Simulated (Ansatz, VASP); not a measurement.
# One calculation of HfS5, two programs

```
Hf S
1.0
     4.61470    0.00000    0.00000
    -2.30735    3.99644    0.00000
     0.00000    0.00000    7.42760
Hf S
1 5
Cartesian
  0.0000 0.0000 0.0000
  2.3073 0.0000 3.7138
  1.1537 1.9982 3.7138
  -1.1537 1.9982 3.7138
  0.0000 2.6643 0.0000
  2.3073 1.3321 0.0000
```

Change from the starting cell: species swapped into the CaPd5 type (P6/mmm, No. 191).

Alike in both runs: task relaxation of cell and atoms; functional PBE; k mesh 6 × 6 × 4; occupations gaussian, width 0.1 eV; no spin polarisation.

|  | VASP | Ansatz |
| --- | --- | --- |
| version | VASP 6.6.1 | Ansatz 0.2.0 |
| potentials or method | VASP PAW PBE potentials, release 64 (Hf_pv, S), cutoff 600 eV | scalar-relativistic, plane waves, PAW |
| valence electrons in the cell | 40 | 56 |

```tsv
	VASP	Ansatz	Ansatz less VASP
gap on the k mesh at the Fermi level, each at its own relaxed structure (eV)	none	none	-
relaxed volume (Å³/atom)	21.43	21.53	+0.101
relaxed cell length with the largest relative difference (Å)	4.643	4.651	+0.0075
```

A gap of «none» marks a metal or a gap that the smearing closes. VASP's potentials hold 40 valence electrons a cell and Ansatz's 56, so a difference there can come from the potentials and not from the codes.

Spin-orbit coupling is off throughout.
